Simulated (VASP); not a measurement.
Runs of VASP 6.6.1 on Be3SbP. The structure is that of space group Pm-3m (No. 221), or close to it. The cells are those of the table. 

```tsv
task	cell	cutoff (eV)	smearing	gap on the mesh (eV)	pressure (GPa)	relaxed volume (Å³/atom)
relaxation of cell and atoms	relaxed from a = 4.202 Å, 5 atoms	600	gaussian 0.1 eV	none	0.0	(a)
single point	a = 4.209 Å, 5 atoms	520	gaussian 0.1 eV	none	0.2	-
single point	a = 4.212 Å, 5 atoms	520	fermi-dirac 0.15 eV	none	0.2	-
relaxation of cell and atoms	relaxed from a = 4.209 Å, 5 atoms	600	fermi-dirac 0.15 eV	none	0.0	14.97
```

Alike in all rows: level PBEsol; potentials or basis VASP PAW PBE potentials, release 64 (Be, Sb, P); no spin polarisation; k mesh 8 × 8 × 8.

Task: Fill in the values left out.

Result: (a) 14.94.

Caveats: the PAW data sets were made with another functional, which shifts forces and pressure a little; spin-orbit coupling is left out, which moves the levels of the heavy elements.

A k mesh can miss the band edges, and the runs leave out spin-orbit coupling on Sb.

A gap of «none» marks levels without a gap at the run's occupations.
